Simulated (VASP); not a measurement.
# TiO2 (Rutile) (P4_2/mnm) in VASP: notebook, part 2 of 2

VASP 6.6.1. Earlier steps stand in the parts before.

## (5) Relaxation of cell and atoms, PBE, target pressure 10 GPa, at which the enthalpy is minimised

This run uses another cell than the first one, of 10.39 Å³/atom, 0.976 times its volume.

Input file INCAR:

```
  PREC = Accurate
  ENCUT = 600
  EDIFF = 1E-6
  ISMEAR = 0
  SIGMA = 0.01
  LREAL = False
  LASPH = True
  NELM = 80
  ALGO = Normal
  ISIF = 3
  LWAVE = False
  LCHARG = False
  GGA = PE
  IBRION = 2
  NSW = 80
  EDIFFG = -0.05
  PSTRESS = 100.0
```

Input file KPOINTS:

```
regular mesh
0
Gamma
  4 4 6
```

Input file POSCAR:

```
TiO2
1.0
    4.5922000000      0.0000000000      0.0000000000
    0.0000000000      4.5922000000      0.0000000000
    0.0000000000      0.0000000000      2.9574000000
Ti O
2 4
Direct
    0.0000000000      0.0000000000      0.0000000000
    0.5000000000      0.5000000000      0.5000000000
    0.3049600000      0.3049600000      0.0000000000
    0.1950400000      0.8049600000      0.5000000000
    0.6950400000      0.6950400000      0.0000000000
    0.8049600000      0.1950400000      0.5000000000
```

Run with:

```bash
$ cat potpaw_PBE.64/Ti_sv/POTCAR potpaw_PBE.64/O/POTCAR > POTCAR
$ mpirun -np 1 vasp_std > vasp.out
```

It took 2.2 min on 1 thread of AMD EPYC 7R43 (Zen 3), shared host; peak memory 0.17 GiB.

Results (log left out):

* Free energy: -53.5971 eV
* Relaxed volume: 10.21 Å³/atom
* Relaxed cell: a = 4.562 Å, b = 4.562 Å, c = 2.942 Å, α = 90.00°, β = 90.00°, γ = 90.00°
* Space group after relaxing (to 0.05 Å): P4_2/mnm (No. 136)
* Energy change on relaxing (the enthalpy is what falls): +8.8 meV/atom
* Ionic steps: 4
* Pressure after relaxing: 10.0 GPa
* Band gap on the k mesh: 1.86 eV, direct

The path:
```tsv
step	energy change (eV)	largest force (eV/Å)	pressure (GPa)	volume (Å³)
1	0.0000	0.1241	5.83	62.37
2	0.1604	0.1927	16.27	59.96
3	0.0517	0.1559	10.19	61.30
4	0.0527	0.0016	9.98	61.25
```

Final structure:
```
CELL_PARAMETERS angstrom
4.56247 0.00000 0.00000
0.00000 4.56247 0.00000
0.00000 0.00000 2.94227
ATOMIC_POSITIONS crystal
Ti 0.00000 0.00000 0.00000
Ti 0.50000 0.50000 0.50000
O 0.30347 0.30347 0.00000
O 0.19653 0.80347 0.50000
O 0.69653 0.69653 0.00000
O 0.80347 0.19653 0.50000
```

Levels at points of the mesh, in eV from the valence-band top:
| k point | band 22 | band 23 | band 24 | band 25 | band 26 | band 27 |
| --- | --- | --- | --- | --- | --- | --- |
| (0.00, 0.00, 0.00) | -0.48 | -0.48 | 0.00 | 1.86 | 2.14 | 2.40 |
| (0.50, 0.00, 0.00) | -1.71 | -0.77 | -0.77 | 2.54 | 2.54 | 3.08 |
| (0.50, 0.50, 0.00) | -1.35 | -1.11 | -1.11 | 1.89 | 1.89 | 2.54 |
| (0.00, 0.00, 0.50) | -2.48 | -1.45 | -1.45 | 3.03 | 3.03 | 3.22 |
| (0.50, 0.00, 0.50) | -2.09 | -1.08 | -1.08 | 1.91 | 1.91 | 3.24 |
| (0.50, 0.50, 0.50) | -1.36 | -0.68 | -0.68 | 2.64 | 2.64 | 3.23 |

Caveat: the cell is relaxed towards a set pressure, so the enthalpy falls and the energy may rise; the relaxation stopped at a loose force limit of 0.05 eV/Å, so its end isn't a converged minimum.

## (6) Relaxation of cell and atoms, PBE, target pressure 20 GPa, at which the enthalpy is minimised

This run uses another cell than the first one, of 10.39 Å³/atom, 0.976 times its volume.

Input file INCAR:

```
SYSTEM = TiO2
  PREC = Accurate
  ENCUT = 600
  EDIFF = 1E-6
  ISMEAR = 0
  SIGMA = 0.01
  LREAL = .False.
  LASPH = .True.
  NELM = 100
  ALGO = Normal
  ISIF = 3
  LWAVE = .False.
  LCHARG = .False.
  GGA = PE
  IBRION = 2
  NSW = 80
  EDIFFG = -0.05
  PSTRESS = 200.0
```

Input file KPOINTS:

```
regular mesh
0
Gamma
  4 4 6
  0 0 0
```

POSCAR is that of step 5.

Potentials or basis: VASP PAW PBE potentials, release 64 (Ti_sv, O).

Run with:

```bash
$ cat potpaw_PBE.64/Ti_sv/POTCAR potpaw_PBE.64/O/POTCAR > POTCAR
$ mpirun -np 1 vasp_std > vasp.out
```

Wall time 2.7 min (1 thread of AMD EPYC 7R43 (Zen 3), shared host); peak memory 0.18 GiB.

Results (log left out):

- Free energy: -53.3879 eV
- Relaxed volume: 9.83 Å³/atom
- Relaxed cell: a = 4.496 Å, b = 4.496 Å, c = 2.919 Å, α = 90.00°, β = 90.00°, γ = 90.00°
- Space group after relaxing (to 0.05 Å): P4_2/mnm (No. 136)
- Energy change on relaxing (the enthalpy is what falls): +43.6 meV/atom
- Ionic steps: 5
- Pressure after relaxing: 20.2 GPa
- Largest force after relaxing: 0.043 eV/Å
- Band gap on the k mesh: 1.90 eV, direct

Forces in eV/Å, atoms in the order of the input:
```
Ti   0.000  0.000  0.000
Ti   0.000  0.000  0.000
O    0.031  0.031  0.000
O   -0.031  0.031  0.000
O   -0.031 -0.031  0.000
O    0.031 -0.031  0.000
```

Step by step:
```csv
step,energy change (eV),largest force (eV/Å),pressure (GPa),volume (Å³)
1,0.0000,0.1241,5.83,62.37
2,1.2695,0.7506,50.73,54.43
3,0.2375,0.3441,19.76,59.30
4,0.2458,0.3492,20.08,59.23
5,0.2619,0.0433,20.16,59.01
```

Final structure:
```
Ti O
1.0
     4.49632    0.00000    0.00000
     0.00000    4.49632    0.00000
     0.00000    0.00000    2.91861
Ti O
2 4
Direct
  0.00000 0.00000 0.00000
  0.50000 0.50000 0.50000
  0.30229 0.30229 0.00000
  0.19771 0.80229 0.50000
  0.69771 0.69771 0.00000
  0.80229 0.19771 0.50000
```

Levels at points of the mesh, in eV from the valence-band top:
| k point | band 20 | band 21 | band 22 | band 23 | band 24 | band 25 | band 26 | band 27 | band 28 |
| --- | --- | --- | --- | --- | --- | --- | --- | --- | --- |
| (0.00, 0.00, 0.00) | -2.15 | -0.77 | -0.50 | -0.50 | 0.00 | 1.90 | 2.18 | 2.44 | 2.58 |
| (0.50, 0.00, 0.00) | -3.27 | -1.82 | -1.82 | -0.81 | -0.81 | 2.62 | 2.62 | 3.22 | 3.22 |
| (0.50, 0.50, 0.00) | -2.39 | -1.41 | -1.41 | -1.15 | -1.15 | 1.93 | 1.93 | 2.61 | 2.61 |
| (0.00, 0.00, 0.50) | -2.87 | -2.69 | -2.69 | -1.48 | -1.48 | 3.18 | 3.18 | 3.32 | 3.32 |
| (0.50, 0.00, 0.50) | -2.48 | -2.17 | -2.17 | -1.16 | -1.16 | 1.97 | 1.97 | 3.35 | 3.35 |
| (0.50, 0.50, 0.50) | -2.84 | -1.48 | -1.48 | -0.68 | -0.68 | 2.75 | 2.75 | 3.33 | 3.33 |

Caveat: the cell is relaxed towards a set pressure, so the enthalpy falls and the energy may rise; the relaxation stopped at a loose force limit of 0.05 eV/Å, so its end isn't a converged minimum.

## (7) Summary

| task | cell | cutoff (eV) | gap on the mesh (eV) | pressure (GPa) | largest force (eV/Å) |
| --- | --- | --- | --- | --- | --- |
| single point | a = 4.643, b = 4.643, c = 2.964 Å, 6 atoms | 520 | 1.83 | 0.7 | 0.03 |
| relaxation of cell and atoms | relaxed from a = 4.592, b = 4.592, c = 2.957 Å, 6 atoms | 600 | 1.81 | 0.1 | 0.02 |
| relaxation of cell and atoms | relaxed to 5 GPa from a = 4.592, b = 4.592, c = 2.957 Å, 6 atoms | 600 | 1.84 | 4.7 | 0.04 |
| relaxation of cell and atoms | relaxed to 10 GPa from a = 4.592, b = 4.592, c = 2.957 Å, 6 atoms | 600 | 1.86 | 10.0 | - |
| relaxation of cell and atoms | relaxed to 20 GPa from a = 4.592, b = 4.592, c = 2.957 Å, 6 atoms | 600 | 1.90 | 20.2 | 0.04 |

Alike in all rows: level PBE; potentials or basis VASP PAW PBE potentials, release 64 (Ti_sv, O); no spin polarisation; k mesh 4 × 4 × 6; smearing gaussian 0.01 eV.

Caveats: the relaxation stopped at a loose force limit of 0.05 eV/Å, so its end isn't a converged minimum (some runs); the cell is relaxed towards a set pressure, so the enthalpy falls and the energy may rise (some runs).

Total energies depend on the potentials used, so only differences within one code and one set of settings carry meaning.

## (8) How close it comes

Step 2. A measured gap of TiO2 is 3.03 eV (direct; 1.6 K; quoted in “Shallow Valence Band of Rutile GeO2 and P-type Doping”, 2020, arxiv:2011.08928); the calculated 1.83 eV misses it by -1.20 eV. 2 values of this kind are on record in papers (3.03 to 3.05 eV); this one was drawn at random among those near their median. The value is that of PBE on a finite k mesh, which can miss the band edges, without temperature or zero-point motion. Semilocal functionals fall short of measured gaps as a rule.
